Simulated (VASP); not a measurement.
Here is a VASP 6.6.1 calculation.

The input INCAR:

```
PREC = Accurate ; ENCUT = 500
EDIFF = 1E-6 ; ISMEAR = 0
SIGMA = 0.2 ; LREAL = False
LASPH = True ; NELM = 120
ALGO = Normal ; ISIF = 2
LWAVE = False ; LCHARG = False
GGA = PE ; NBANDS = 23
GGA_COMPAT = False
```

File KPOINTS:

```
Automatic mesh
0
Gamma
  5 5 3
```

POSCAR

```
Si4Ge
1.0
    5.0865642680     -0.0000000039      0.0000000000
   -2.5432821306      4.4050938760      0.0000000000
    0.0000000000      0.0000000000      6.6520543214
Si Ge
4 1
Direct
    0.8265533539      0.1734466461      0.7762082476
    0.8265533539      0.6531067079      0.7762082476
    0.3468932921      0.1734466461      0.7762082476
    0.0000000000      0.0000000000      0.0520820125
    0.0000000000      0.0000000000      0.4805290349
```

Potentials or basis: VASP PAW PBE potentials, release 64 (Si, Ge_d).

Launch:

```sh
$ cat potpaw_PBE.64/Si/POTCAR potpaw_PBE.64/Ge_d/POTCAR > POTCAR
$ mpirun -np 1 vasp_std > vasp.out
```

Problem. Predict the pressure.

Solution. -0.1 GPa.

Problem. Predict the largest force.

Solution. 0.060 eV/Å.

Problem. Estimate the band gap on the k mesh.

Solution. Zero (bands 15 and 16 overlap by 1.44 eV).

Forces in eV/Å, atoms in the order of the input:
```
Si  -0.052  0.030  0.009
Si   0.000 -0.060  0.009
Si   0.052  0.030  0.009
Si   0.000  0.000 -0.026
Ge   0.000  0.000 -0.002
```
